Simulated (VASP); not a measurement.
A run of VASP 6.6.1 is set up as follows.

INCAR

```
SYSTEM = CsSe
PREC = Accurate
ENCUT = 520
EDIFF = 1E-7
ISMEAR = 0
SIGMA = 0.1
LREAL = .FALSE.
LASPH = .TRUE.
NELM = 100
ALGO = Fast
ISIF = 2
LWAVE = .FALSE.
LCHARG = .FALSE.
GGA = PE
NBANDS = 14
```

File KPOINTS:

```
Automatic mesh
0
G
  14 14 14
  0 0 0
```

Contents of POSCAR:

```
CsSe
1.0
    0.0000000000      3.6739447905      3.6739447905
    3.6739447905      0.0000000000      3.6739447905
    3.6739447905      3.6739447905      0.0000000000
Cs Se
1 1
Direct
    0.0000000000      0.0000000000      0.0000000000
    0.5000000000      0.5000000000      0.5000000000
```

Potentials or basis: VASP PAW PBE potentials, release 64 (Cs_sv, Se).

Command:

```sh
$ cat potpaw_PBE.64/Cs_sv/POTCAR potpaw_PBE.64/Se/POTCAR > POTCAR
$ mpirun -np 1 vasp_std > vasp.out
```

**Question.** Predict the band gap on the k mesh.

**Answer.** Zero (an odd number of electrons rules out a gap without spin polarisation).

**Question.** Estimate the pressure.

**Answer.** 0.0 GPa.

Caveat: spin-orbit coupling is left out, which moves the levels of the heavy elements; an odd number of electrons without spin polarisation forces a metal; a magnetic or distorted state may lie lower.
